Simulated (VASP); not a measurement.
# CaO (Fm-3m) in VASP: a series of runs, part 2 of 2

VASP 6.6.1. The steps go on from the part before.

## Step 3: Single point, HSE06

This run uses another cell than the first one, of 13.78 Å³/atom.

File POSCAR:

```
CaO
1.0
    0.0000000000      2.3975501103      2.3975501103
    2.3975501103      0.0000000000      2.3975501103
    2.3975501103      2.3975501103      0.0000000000
Ca O
1 1
Direct
    0.0000000000      0.0000000000      0.0000000000
    0.5000000000      0.5000000000      0.5000000000
```

File INCAR.step1:

```
  PREC = Accurate
  ENCUT = 520
  EDIFF = 1E-5
  ISMEAR = 0
  SIGMA = 0.01
  LREAL = F
  LASPH = T
  NELM = 100
  ALGO = Normal
  ISIF = 2
  LWAVE = T
  LCHARG = F
  GGA = PE
  NBANDS = 15
```

File INCAR.step2:

```
  PREC = Accurate
  ENCUT = 520
  EDIFF = 1E-6
  ISMEAR = 0
  SIGMA = 0.01
  LREAL = F
  LASPH = T
  NELM = 100
  ALGO = Normal
  ISIF = 2
  LWAVE = F
  LCHARG = F
  GGA = PE
  LHFCALC = T
  HFSCREEN = 0.2079
  PRECFOCK = Normal
  ISTART = 1
  NBANDS = 15
```

File KPOINTS:

```
Automatic mesh
0
Gamma
  6 6 6
```

Potentials or basis: VASP PAW PBE potentials, release 64 (Ca_sv, O).

Command:

```
cat potpaw_PBE.64/Ca_sv/POTCAR potpaw_PBE.64/O/POTCAR > POTCAR
cp INCAR.step1 INCAR
mpirun -np 1 vasp_std > vasp.out
cp INCAR.step2 INCAR
mpirun -np 1 vasp_std > vasp.out
```

OUTCAR:

```text
PREC = Accurate
   ENCUT = 520
   EDIFF = 1E-6
   ISMEAR = 0
   LREAL = F
   LASPH = T
   NELM = 100
   ISIF = 2
   GGA = PE
   LHFCALC = T
   HFSCREEN = 0.2079
   PRECFOCK = Normal
   ISTART = 1

 ion  position               nearest neighbor table
   1  0.000  0.000  0.000-   2 2.40   2 2.40   2 2.40   2 2.40   2 2.40   2 2.40
   2  0.500  0.500  0.500-   1 2.40   1 2.40   1 2.40   1 2.40   1 2.40   1 2.40

  LATTYP: Found a face centered cubic cell.
 ALAT       =     4.7951002206

  Lattice vectors:

 A1 = (   0.0000000000,   2.3975501103,   2.3975501103)
 A2 = (   2.3975501103,   0.0000000000,   2.3975501103)
 A3 = (   2.3975501103,   2.3975501103,   0.0000000000)

Analysis of symmetry for initial positions (statically):
=====================================================================
 Subroutine PRICEL returns:
 Original cell was already a primitive cell.

 Routine SETGRP: Setting up the symmetry group for a
 face centered cubic supercell.

 Subroutine GETGRP returns: Found 48 space group operations
 (whereof 48 operations were pure point group operations)
 out of a pool of 48 trial point group operations.

The static configuration has the point symmetry O_h .

Analysis of symmetry for dynamics (positions and initial velocities):
=====================================================================
 Subroutine PRICEL returns:
 Original cell was already a primitive cell.

 Routine SETGRP: Setting up the symmetry group for a
 face centered cubic supercell.

 Subroutine GETGRP returns: Found 48 space group operations
 (whereof 48 operations were pure point group operations)
 out of a pool of 48 trial point group operations.

The dynamic configuration has the point symmetry O_h .

 Subroutine INISYM returns: Found 48 space group operations
 (whereof 48 operations are pure point group operations),
 and found     1 'primitive' translations

----------------------------------------------------------------------------------------

                                     Primitive cell

  volume of cell :      27.5634

  direct lattice vectors                    reciprocal lattice vectors
     0.000000000  2.397550110  2.397550110    -0.208546215  0.208546215  0.208546215
     2.397550110  0.000000000  2.397550110     0.208546215 -0.208546215  0.208546215
     2.397550110  2.397550110  0.000000000     0.208546215  0.208546215 -0.208546215

  length of vectors
     3.390647882  3.390647882  3.390647882     0.361212640  0.361212640  0.361212640

  position of ions in fractional coordinates (direct lattice)
     0.000000000  0.000000000  0.000000000
     0.500000000  0.500000000  0.500000000

  ion indices of the primitive-cell ions
   primitive index   ion index
                 1           1
                 2           2

----------------------------------------------------------------------------------------

 KPOINTS: Automatic mesh

Automatic generation of k-mesh.
 Grid dimensions read from file:
 generate k-points for:    6    6    6

 Generating k-lattice:

[... 40 lines left out ...]
   NGX,Y,Z   is equivalent  to a cutoff of  13.73, 13.73, 13.73 a.u.
   NGXF,Y,Z  is equivalent  to a cutoff of  27.46, 27.46, 27.46 a.u.
 SYSTEM =  unknown system
   PREC   = accura    normal or accurate (medium, high low for compatibility)
   ISTART =      1    job   : 0-new  1-cont  2-samecut
   ICHARG =      0    charge: 1-file 2-atom 10-const
   ISPIN  =      1    spin polarized calculation?
   LNONCOLLINEAR =      F non collinear calculations
   LSORBIT =      F    spin-orbit coupling
   LASPH  =      T    aspherical Exc in radial PAW
   ENCUT  =  520.0 eV  38.22 Ry    6.18 a.u.   6.30  6.30  6.30*2*pi/ulx,y,z
   NELM   =    100;   NELMIN=  2; NELMDL=  0     # of ELM steps
   EDIFF  = 0.1E-05   stopping-criterion for ELM
   LREAL  =      F    real-space projection
   EDIFFG = 0.1E-04   stopping-criterion for IOM
   NSW    =      0    number of steps for IOM
   IBRION =     -1    ionic relax: 0-MD 1-quasi-New 2-CG
   NFREE  =      0    steps in history (QN), initial steepest desc. (CG)
   ISIF   =      2    stress and relaxation
   ISYM   =      3    0-nonsym 1-usesym 2-fastsym
   POTIM  = 0.5000    time-step for ionic-motion
   TEBEG  =    0.0;   TEEND  =   0.0 temperature during run
   PSTRESS=    0.0 pullay stress
   NELECT =      16.0000    total number of electrons
   NUPDOWN=      -1.0000    fix difference up-down
   EMIN   =  10.00;   EMAX   =-10.00  energy-range for DOS
   EFERMI =   0.00;   METHOD = LEGACY
   ISMEAR =     0;   SIGMA  =   0.01  broadening in eV -4-tet -1-fermi 0-gaus
   EFERMI_NEDOS =   21; number of points for ismear=-14 and -15
   IALGO  =     38    algorithm
   IMIX   =      1    mixing-type and parameters
     AMIX     =   0.40;   BMIX     =  1.00
     AMIX_MAG =   1.60;   BMIX_MAG =  1.00
  volume/ion in A,a.u.               =      13.78        93.00
  Fermi-wavevector in a.u.,A,eV,Ry     =   1.365643  2.580691 25.374599  1.864980
  Thomas-Fermi vector in A             =   2.491853
   LORBIT       =      0    0 simple, 1 ext, 2 COOP (PROOUT), +10 PAW based schemes
   GGA     = PE    functional components
   LHFCALC =     T    Hartree Fock is set to
   PRECFOCK=normal    Normal, Fast or Accurate (Low or Medium for compatibility)
   ENCUT4O =  -1.0   cutoff for four orbital integrals eV
   NKREDX  =     1    reduce k-point grid by
   NKREDY  =     1    reduce k-point grid by
   NKREDZ  =     1    reduce k-point grid by
   AEXX    =    0.2500 exact exchange contribution
   HFSCREEN=    0.2079 screening length (either q_TF or 0.3 A-1)
   HFSCREENC=   0.2079 screening length for correlation (either q_TF or 0.3 A-1)
   ENCUTFOCK=  -1.0 apply spherical cutoff to Coloumb kernel
   IVDW    =     0    specifies the selected vdW correction
   LEPSILON=     F    determine dielectric tensor
   LRPA    =     F    only Hartree local field effects (RPA)
 non-spin polarized calculation
 Gauss-broadening in eV      SIGMA  =   0.01
  energy-cutoff  :      520.00
  volume of cell :       27.56
 maximum number of plane-waves:       754
 NGX is ok and might be reduce to    28
  NGX = 20; NGY = 20; NGZ = 20

 number of electron      15.9999997 magnetization

 Free energy of the ion-electron system (eV)
  ---------------------------------------------------
  ext. energy  EPLUGINS =         0.00000000
  ---------------------------------------------------
  free energy    TOTEN  =       -14.87742935 eV

  energy without entropy =      -14.87742935  energy(sigma->0) =      -14.87742935

 E-fermi :   1.4916     XC(G=0):  -8.6431

 val. band max:        1.3288115976   @ k =   0.0000   0.0000   0.0000
 cond. band min:       6.6234357886   @ k =   0.5000   0.5000   0.0000
 fundamental gap:      5.2946241910
 Fermi energy:         1.4915852944

 k-point     1 :       0.0000    0.0000    0.0000
  band No.  band energies     occupation
      1     -38.8293      2.00000
      2     -18.1136      2.00000
      3     -18.1136      2.00000
      4     -18.1136      2.00000
      5     -15.7250      2.00000
      6       1.3288      2.00000
      7       1.3288      2.00000
      8       1.3288      2.00000
      9       7.6123      0.00000
     10       9.5354      0.00000
     11       9.5354      0.00000
     12       9.5354      0.00000
     13      11.1767      0.00000
     14      11.1767      0.00000
[... 257 lines left out ...]
      2     -18.6647      2.00000
      3     -18.5771      2.00000
      4     -18.4622      2.00000
      5     -15.0837      2.00000
      6       0.0029      2.00000
      7       0.1661      2.00000
      8       0.4625      2.00000
      9       8.1142      0.00000
     10      11.0638      0.00000
     11      11.8830      0.00000
     12      13.3196      0.00000
     13      13.4067      0.00000
     14      16.4811      0.00000
     15      17.0066      0.00000

------------------------ aborting loop because EDIFF is reached ----------------------------------------

  FORCE on cell =-STRESS in cart. coord.  units (eV):
  Direction    XX          YY          ZZ          XY          YZ          ZX
  --------------------------------------------------------------------------------------
  -------------------------------------------------------------------------------------
  Total        0.1649168      0.1649168      0.1649168      0.0000000      0.0000000      0.0000000
  in kB        9.5861108      9.5861108      9.5861108      0.0000000      0.0000000      0.0000000
  external PRESSURE =       9.5861108 kB  Pullay stress =       0.0000000 kB

 VOLUME and BASIS-vectors are now :
 -----------------------------------------------------------------------------
  energy-cutoff  :      520.00
  volume of cell :       27.56
      direct lattice vectors                 reciprocal lattice vectors
     0.000000000  2.397550110  2.397550110    -0.208546215  0.208546215  0.208546215
     2.397550110  0.000000000  2.397550110     0.208546215 -0.208546215  0.208546215
     2.397550110  2.397550110  0.000000000     0.208546215  0.208546215 -0.208546215

 POSITION                                       TOTAL-FORCE (eV/Angst)
 -----------------------------------------------------------------------------------
      0.00000      0.00000      0.00000         0.000000     -0.000000      0.000000
      2.39755      2.39755      2.39755        -0.000000      0.000000      0.000000
 -----------------------------------------------------------------------------------
    total drift:                               -0.000000     -0.000000     -0.000000

  FREE ENERGIE OF THE ION-ELECTRON SYSTEM (eV)
  ---------------------------------------------------
  free  energy   TOTEN  =       -14.8774293533 eV

  energy  without entropy=      -14.8774293533  energy(sigma->0) =      -14.87742935
```

Run time: 31 min. Hardware: 1 thread of AMD EPYC 7R43 (Zen 3), shared host; peak memory 0.23 GiB.

What came out:

| Quantity | Value |
| --- | --- |
| Free energy | -14.8774 eV |
| Pressure | 1.0 GPa |
| Band gap on the k mesh | 5.29 eV (least direct gap 5.72 eV) |

Caveat: the PAW data sets were made with another functional, which shifts forces and pressure a little.
